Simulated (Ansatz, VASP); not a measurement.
This is a calculation of GaP for Ansatz 0.2.0.

The input input.yaml:

```yaml
crystal:
  lattice:
    - [0.0, 2.72525, 2.72525]
    - [2.72525, 0.0, 2.72525]
    - [2.72525, 2.72525, 0.0]
  atoms:
    - { symbol: Ga, position: [0.0, 0.0, 0.0] }
    - { symbol: P, position: [0.75, 0.75, 0.75] }
kpoints:
  mp_grid: { grid: [8, 8, 8] }
scf:
  occupations: { method: fermi_dirac, width: 0.05 }
hamiltonian:
  xc: lda
  pseudopotentials: { kind: all_electron, lapw: { basis_error: 0.001 } }
output:
  forces: true
  stress: true
relax:
  f_tol: 0.02
  max_steps: 60
  cell: {}
```

Potentials or basis: all-electron LAPW, scalar-relativistic.

Launch:

```sh
$ ansatz run input.yaml --threads 1 --pin off --max-ram 3072MiB --backend cpu --events-out ev --progress --plain --runs-dir out
```

Problem. Set up the same calculation for VASP 6.6.1. Potentials there: VASP PAW LDA potentials, release 64 (Ga_d, P).

Solution. As run (the cutoff follows the program's own potentials):

Contents of INCAR:

```
PREC = Accurate
ENCUT = 600
EDIFF = 1E-7
ISMEAR = -1
SIGMA = 0.05
LREAL = F
LASPH = T
NELM = 100
ALGO = Normal
ISIF = 3
LWAVE = F
LCHARG = F
GGA = CA
IBRION = 2
NSW = 80
EDIFFG = -0.02
```

The input KPOINTS:

```
regular mesh
0
Gamma
  8 8 8
```

Contents of POSCAR:

```
GaP
1.0
    0.0000000000      2.7252500000      2.7252500000
    2.7252500000      0.0000000000      2.7252500000
    2.7252500000      2.7252500000      0.0000000000
Ga P
1 1
Direct
    0.0000000000      0.0000000000      0.0000000000
    0.7500000000      0.7500000000      0.7500000000
```

Potentials or basis: VASP PAW LDA potentials, release 64 (Ga_d, P).

Command:

```sh
$ cat potpaw_LDA.64/Ga_d/POTCAR potpaw_LDA.64/P/POTCAR > POTCAR
$ mpirun -np 1 vasp_std > vasp.out
```

Both were run:

|  | VASP | Ansatz | Ansatz less VASP |
| --- | --- | --- | --- |
| relaxed volume (Å³/atom) | 19.61 | 19.59 | -0.017 |
| relaxed cell length with the largest relative difference (Å) | 3.814 | 3.812 | -0.0011 |

LDA's correlation is that of Perdew and Zunger in VASP and of Perdew and Wang (1992) in Ansatz. Ansatz ran all-electron here, and VASP with PAW potentials.
